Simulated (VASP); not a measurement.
## BaTe (rocksalt): one LDA single-point calculation in two programs

```
Ba Te
1.0
     0.00000    3.53239    3.53239
     3.53239    0.00000    3.53239
     3.53239    3.53239    0.00000
Ba Te
1 1
Direct
  0.00000 0.00000 0.00000
  0.50000 0.50000 0.50000
```

Each program uses its own PAW datasets. VASP's cell holds 16 valence electrons and Ansatz's 26. LDA means the Perdew–Zunger form with relativistic exchange in VASP and the Perdew–Wang form in Ansatz. Ansatz's stress includes a Pulay correction; VASP's doesn't.

Cutoffs: 520 eV in VASP, 420 eV in Ansatz. k meshes: 6×6×6 and 6×6×6.

```json
{"": "gap between bands v and c", "VASP": "1.45 eV", "Ansatz": "1.53 eV"}
{"": "least direct gap", "VASP": "1.83 eV", "Ansatz": "1.89 eV"}
{"": "pressure", "VASP": "-2.2 GPa", "Ansatz": "-2.5 GPa"}
```

Band v is the last that the valence electrons fill when counted band by band, and c is the next. Levels in eV from the top of v, Ansatz:

```csv
point,v−1,v,c,c+1
Γ,0.00,0.00,2.62,2.91
X,-0.36,-0.36,1.53,4.40
W,-0.89,-0.89,3.42,3.42
K,-1.00,-0.71,2.53,4.83
L,-1.03,-1.03,3.99,4.65
```

VASP:

```tsv
point	v−1	v	c	c+1
Γ	0.00	0.00	2.58	2.82
X	-0.39	-0.39	1.45	4.33
W	-0.95	-0.95	3.39	3.39
K	-1.06	-0.76	2.47	4.82
L	-1.09	-1.09	4.03	4.56
```

VASP's potentials hold 16 valence electrons a cell and Ansatz's 26, so a difference between the two programs can come from the potentials and not from the codes.
